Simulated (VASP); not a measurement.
# Ti4C3 (P1) in VASP: relaxation of cell and atoms with PBE

Aim: the relaxation of cell and atoms of Ti4C3 with PBE.

Everything below comes from runs of VASP 6.6.1. Logs are shortened: lines on timing, memory, paths and dates and some standing lists are left out, and cuts for length are marked.

## 1. The cell of the first run

The typed cell holds 7 atoms: a = 4.328 Å, b = 4.325 Å, c = 5.215 Å, α = 112.71°, β = 114.09°, γ = 90.66°.

## 2. Relaxation of cell and atoms, PBE

Contents of INCAR:

```
PREC = Accurate
ENCUT = 600
EDIFF = 1E-7
ISMEAR = 0
SIGMA = 0.2
LREAL = F
LASPH = T
NELM = 60
ALGO = Normal
ISIF = 3
LWAVE = F
LCHARG = F
GGA = PE
IBRION = 2
NSW = 80
EDIFFG = -0.025
```

Contents of KPOINTS:

```
Automatic mesh
0
Gamma
  6 6 6
```

Contents of POSCAR:

```
Ti4C3
1.0
    4.3276949697     -0.0250440092      0.0051062583
   -0.0250440092      4.3240723597      0.0619907401
   -2.1461749400     -2.0869858460      4.2703224643
Ti C
4 3
Direct
    0.5106260646      0.0593362103      0.0374389446
    0.7313176419      0.7760092702      0.4798719079
    0.2204824840      0.2519893445      0.4177513634
    0.0347447434      0.4174211879      0.0071935736
    0.7725893866      0.2758033353      0.4886093892
    0.2430554427      0.7449019365      0.5277244736
   -0.0128157631     -0.0254612847      0.0414103478
```

Potentials or basis: VASP PAW PBE potentials, release 64 (Ti_sv, C).

On the command line:

```console
> cat potpaw_PBE.64/Ti_sv/POTCAR potpaw_PBE.64/C/POTCAR > POTCAR
> mpirun -np 1 vasp_std > vasp.out
```

OUTCAR:

```text
PREC = Accurate
   ENCUT = 600
   EDIFF = 1E-7
   ISMEAR = 0
   LREAL = F
   LASPH = T
   NELM = 60
   ISIF = 3
   GGA = PE
   IBRION = 2
   NSW = 80
   EDIFFG = -0.025

 ion  position               nearest neighbor table
   1  0.511  0.059  0.037-   5 1.95   7 2.09   6 2.22   7 2.30   4 2.58   3 2.64   3 2.78   4 2.82
                             2 2.85   2 2.91
   2  0.731  0.776  0.480-   6 2.14   5 2.15   5 2.19   6 2.24   7 2.43   4 2.84   1 2.85   4 2.91
                             1 2.91
   3  0.220  0.252  0.418-   7 1.69   6 1.97   5 2.11   5 2.26   4 2.35   6 2.47   1 2.64   1 2.78

   4  0.035  0.417  0.007-   7 2.01   5 2.28   6 2.28   3 2.35   7 2.36   1 2.58   1 2.82   2 2.84
                             2 2.91
   5  0.773  0.276  0.489-   1 1.95   3 2.11   2 2.15   2 2.19   3 2.26   4 2.28
   6  0.243  0.745  0.528-   3 1.97   2 2.14   1 2.22   2 2.24   4 2.28   3 2.47
   7  0.987  0.975  0.041-   3 1.69   4 2.01   1 2.09   1 2.30   4 2.36   2 2.43

  LATTYP: Found a triclinic cell.
 ALAT       =     4.3277704453
 B/A-ratio  =     1.8536417402
 C/A-ratio  =     1.2304496456
 COS(alpha) =     0.0005106995
 COS(beta)  =     0.4035142844
 COS(gamma) =     0.8048719850

  Lattice vectors:

 A1 = (   4.3276949697,  -0.0250440092,   0.0051062583)
 A2 = (   6.4738699097,   2.0619418368,  -4.2652162060)
 A3 = (   2.1564760205,   2.2120425045,   4.3374194627)

Analysis of symmetry for initial positions (statically):
=====================================================================
 Subroutine PRICEL returns:
 Original cell was already a primitive cell.

 Routine SETGRP: Setting up the symmetry group for a
 triclinic supercell.

 Subroutine GETGRP returns: Found  1 space group operations
 (whereof  1 operations were pure point group operations)
 out of a pool of  2 trial point group operations.

The static configuration has the point symmetry C_1 .

Analysis of symmetry for dynamics (positions and initial velocities):
=====================================================================
 Subroutine PRICEL returns:
 Original cell was already a primitive cell.

 Routine SETGRP: Setting up the symmetry group for a
 triclinic supercell.

 Subroutine GETGRP returns: Found  1 space group operations
 (whereof  1 operations were pure point group operations)
 out of a pool of  2 trial point group operations.

The dynamic configuration has the point symmetry C_1 .

 Subroutine INISYM returns: Found  1 space group operations
 (whereof  1 operations are pure point group operations),
 and found     1 'primitive' translations

[... 122 lines left out ...]
   IMIX   =      4    mixing-type and parameters
     AMIX     =   0.40;   BMIX     =  1.00
     AMIX_MAG =   1.60;   BMIX_MAG =  1.00
  volume/ion in A,a.u.               =      11.50        77.62
  Fermi-wavevector in a.u.,A,eV,Ry     =   1.484195  2.804721 29.971375  2.202834
  Thomas-Fermi vector in A             =   2.597762
   LORBIT       =      0    0 simple, 1 ext, 2 COOP (PROOUT), +10 PAW based schemes
   GGA     = PE    functional components
   LHFCALC =     F    Hartree Fock is set to
   AEXX    =    0.0000 exact exchange contribution
   IVDW    =     0    specifies the selected vdW correction
   LEPSILON=     F    determine dielectric tensor
   LRPA    =     F    only Hartree local field effects (RPA)
 conjugate gradient relaxation of ions
 non-spin polarized calculation
 Gauss-broadening in eV      SIGMA  =   0.20
  energy-cutoff  :      600.00
  volume of cell :       80.52
 maximum number of plane-waves:      2711
 NGX is ok and might be reduce to    36
   NGX = 17   NGY = 17   NGZ = 21

--------------------------------------- Ionic step        1  -------------------------------------------

 number of electron      60.0000001 magnetization

 Free energy of the ion-electron system (eV)
  ---------------------------------------------------
  ext. energy  EPLUGINS =         0.00000000
  ---------------------------------------------------
  free energy    TOTEN  =       -59.14995285 eV

  energy without entropy =      -59.07449116  energy(sigma->0) =      -59.11222201

------------------------ aborting loop because EDIFF is reached ----------------------------------------

  FORCE on cell =-STRESS in cart. coord.  units (eV):
  Direction    XX          YY          ZZ          XY          YZ          ZX
  --------------------------------------------------------------------------------------
  -------------------------------------------------------------------------------------
  Total        4.5906699      7.1081243     18.9572225      0.0161710     -2.0734461      0.8047876
  in kB       91.3447388    141.4368205    377.2091135      0.3217700    -41.2572449     16.0135913
  external PRESSURE =     203.3302242 kB  Pullay stress =       0.0000000 kB
[... 104 lines left out ...]
  FREE ENERGIE OF THE ION-ELECTRON SYSTEM (eV)
  ---------------------------------------------------
  free  energy   TOTEN  =       -62.4421653599 eV

  energy  without entropy=      -62.3785248290  energy(sigma->0) =      -62.41034509

[... ionic steps 4 to 13 ...]

--------------------------------------- Ionic step       14  -------------------------------------------

 number of electron      60.0000004 magnetization

------------------------ aborting loop because EDIFF is reached ----------------------------------------
[... 77 lines left out ...]
--------------------------------------- Ionic step       16  -------------------------------------------

 number of electron      60.0000003 magnetization

 Free energy of the ion-electron system (eV)
  ---------------------------------------------------
  ext. energy  EPLUGINS =         0.00000000
  ---------------------------------------------------
  free energy    TOTEN  =       -64.25496227 eV

  energy without entropy =      -64.19985158  energy(sigma->0) =      -64.22740692

 E-fermi :   8.8939     XC(G=0): -12.2194

 val. band max:        8.8341115097   @ k =   0.0000   0.1667   0.5000
 cond. band min:       8.9015998184   @ k =   0.0000   0.1667   0.5000
 fundamental gap:      0.0674883087
 Fermi energy:         8.8939406630

 k-point     1 :       0.0000    0.0000    0.0000
  band No.  band energies     occupation
      1     -47.9885      2.00000
      2     -47.9329      2.00000
      3     -47.6536      2.00000
      4     -47.6113      2.00000
      5     -24.3779      2.00000
      6     -24.3775      2.00000
[... 925 lines left out ...]
     35      11.0968      0.00000
     36      11.1161      0.00000

 [... further k-points ...]
[... 5 lines left out ...]
  --------------------------------------------------------------------------------------
  -------------------------------------------------------------------------------------
  Total       -0.0387837     -0.0209147     -0.0456605     -0.0180462      0.0028100     -0.0113278
  in kB       -0.7681652     -0.4142457     -0.9043704     -0.3574308      0.0556567     -0.2243635
  external PRESSURE =      -0.6955938 kB  Pullay stress =       0.0000000 kB
[... 22 lines left out ...]
  FREE ENERGIE OF THE ION-ELECTRON SYSTEM (eV)
  ---------------------------------------------------
  free  energy   TOTEN  =       -64.2549622660 eV

  energy  without entropy=      -64.1998515809  energy(sigma->0) =      -64.22740692

 reached required accuracy - stopping structural energy minimisation
```

CONTCAR:

```text
Ti4C3
   1.00000000000000
     4.3123865138187165    0.0007146309220176    0.0010295637465266
     0.0006608855936725    4.3120412057960928    0.0009476503912232
    -2.1568141330261992   -2.1577917889947709    4.3491641020606728
  Ti              C
     4     3
Direct
     0.4999833221945216    0.9996973883736691    0.0000069692817206
     0.7630434395984051    0.7632624797509848    0.5261000584485965
     0.2369700831993836    0.2373003060088729    0.4740058700937990
     0.0002052181510399    0.4997590511768040    0.0000127333054929
     0.7499637691254938    0.2501903345443831    0.5000272476185140
     0.2499230367589300    0.7502022121954598    0.4999677317782670
     0.9999111310722208    0.9995882279498195    0.9998793895736119

  0.00000000E+00  0.00000000E+00  0.00000000E+00
  0.00000000E+00  0.00000000E+00  0.00000000E+00
  0.00000000E+00  0.00000000E+00  0.00000000E+00
  0.00000000E+00  0.00000000E+00  0.00000000E+00
  0.00000000E+00  0.00000000E+00  0.00000000E+00
  0.00000000E+00  0.00000000E+00  0.00000000E+00
  0.00000000E+00  0.00000000E+00  0.00000000E+00
```

Wall time 61 min (1 thread of Intel Xeon 6975P-C (Granite Rapids), shared host); peak memory 0.47 GiB.

What came out:

```yaml
Free_energy: -64.2550 eV
Relaxed_volume: 11.56 Å³/atom
Relaxed_cell: a = 4.312 Å, b = 4.312 Å, c = 5.313 Å, α = 113.96°, β = 113.94°, γ = 89.98°
Space_group_after_relaxing_to_0.1_Å: I4/mmm (No. 139)
Energy_gained_by_relaxing: 729.3 meV/atom
Ionic_steps: 16
Pressure_after_relaxing: -0.1 GPa
Largest_force_after_relaxing: 0.021 eV/Å
Band_gap_on_the_k_mesh: zero (bands 30 and 31 overlap by 0.93 eV)
```

Forces in eV/Å, atoms in the order of the input:
```
Ti   0.002  0.011  0.000
Ti  -0.001 -0.012 -0.006
Ti   0.001 -0.018 -0.007
Ti  -0.008  0.011  0.000
C    0.001 -0.004 -0.002
C    0.004 -0.005  0.002
C    0.002  0.017  0.013
```

The path:
```csv
step,energy change (eV),largest force (eV/Å),pressure (GPa),volume (Å³)
1,0.0000,12.7242,20.33,80.52
2,-1.5394,2.6874,-23.27,98.50
3,-3.2922,2.4090,-14.91,88.33
4,-3.3106,2.4354,-14.08,87.91
5,-3.3207,2.6594,-12.50,87.20
6,-4.5136,1.9980,6.11,78.61
7,-4.5238,2.0597,8.93,77.73
8,-5.0077,1.0376,1.98,80.27
9,-5.0083,1.0075,1.82,80.36
10,-5.0896,0.2795,-2.47,81.78
11,-5.0909,0.2896,-2.07,81.62
12,-5.0994,0.2221,1.60,80.30
13,-5.1018,0.1554,0.40,80.71
14,-5.1045,0.0706,0.13,80.82
15,-5.1047,0.0530,0.04,80.85
16,-5.1050,0.0213,-0.07,80.89
```

Final structure:
```xyz
7
Lattice="4.3124 0.0007 0.0010 0.0007 4.3120 0.0009 -2.1568 -2.1578 4.3492" Properties=species:S:1:pos:R:3 pbc="T T T"
Ti    2.1568    4.3111    0.0015
Ti    2.1563    2.1565    2.2896
Ti   -0.0003    0.0006    2.0620
Ti    0.0012    2.1550    0.0005
C     2.1558    0.0004    2.1757
C    -0.0001    2.1563    2.1754
C     2.1561    2.1534    4.3506
```

Levels at points of the mesh, in eV from the Fermi level:
| k point | band 27 | band 28 | band 29 | band 30 | band 31 | band 32 | band 33 | band 34 |
| --- | --- | --- | --- | --- | --- | --- | --- | --- |
| (0.00, 0.00, 0.00) | -1.68 | -1.34 | 0.44 | 0.44 | 0.52 | 0.52 | 0.58 | 1.69 |
| (0.50, 0.00, 0.00) | -2.30 | -2.25 | -0.86 | -0.64 | 0.58 | 1.12 | 1.15 | 1.41 |
| (0.00, 0.50, 0.00) | -2.30 | -2.25 | -0.86 | -0.64 | 0.58 | 1.12 | 1.15 | 1.41 |
| (0.50, 0.50, 0.00) | -2.78 | -2.65 | -0.38 | -0.30 | 0.21 | 0.46 | 1.90 | 2.11 |
| (0.00, 0.00, 0.50) | -0.85 | -0.85 | -0.73 | -0.64 | -0.49 | -0.49 | -0.30 | 2.08 |
| (0.50, 0.00, 0.50) | -2.30 | -2.25 | -0.86 | -0.64 | 0.58 | 1.12 | 1.15 | 1.41 |
| (0.00, 0.50, 0.50) | -2.30 | -2.25 | -0.86 | -0.64 | 0.58 | 1.12 | 1.15 | 1.41 |
| (0.50, 0.50, 0.50) | -2.78 | -2.64 | -0.38 | -0.30 | 0.21 | 0.47 | 1.90 | 2.11 |

The gap in the log of VASP goes by the Fermi energy; the results here count the filled bands.